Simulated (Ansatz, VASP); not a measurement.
# NaAl2: VASP beside Ansatz

```
Na Al
1.0
     5.05091    0.00000    0.00000
    -2.52545    4.37422    0.00000
     0.00000    0.00000    2.78613
Na Al
1 2
Direct
  0.66667 0.33333 0.50000
  0.00000 0.00000 0.00000
  0.33333 0.66667 0.50000
```

Alike in both runs: functional PBE; k mesh 3 × 3 × 4; occupations gaussian, width 0.1 eV; no spin polarisation.

Ansatz relaxed the structure, and its values are those at the end. VASP's run is a single point on that final structure, the one shown.

|  | VASP | Ansatz |
| --- | --- | --- |
| version | VASP 6.6.1 | Ansatz 0.2.0 |
| potentials or method | VASP PAW PBE potentials, release 64 (Na_pv, Al), cutoff 500 eV | scalar-relativistic, plane waves, PAW |
| valence electrons in the cell | 13 | 15 |

|  | VASP | Ansatz | Ansatz less VASP |
| --- | --- | --- | --- |
| gap on the k mesh at the Fermi level (eV) | none | none | - |
| pressure (GPa) | 0.0 | 0.0 | 0.00 |

A gap of «none» marks a metal or a gap that the smearing closes. The functional is the same, so the differences come from potentials, cutoffs and numerics. VASP's potentials hold 13 valence electrons a cell and Ansatz's 15, so a difference there can come from the potentials and not from the codes.

The k mesh is coarse, so the values compare programs but aren't converged.
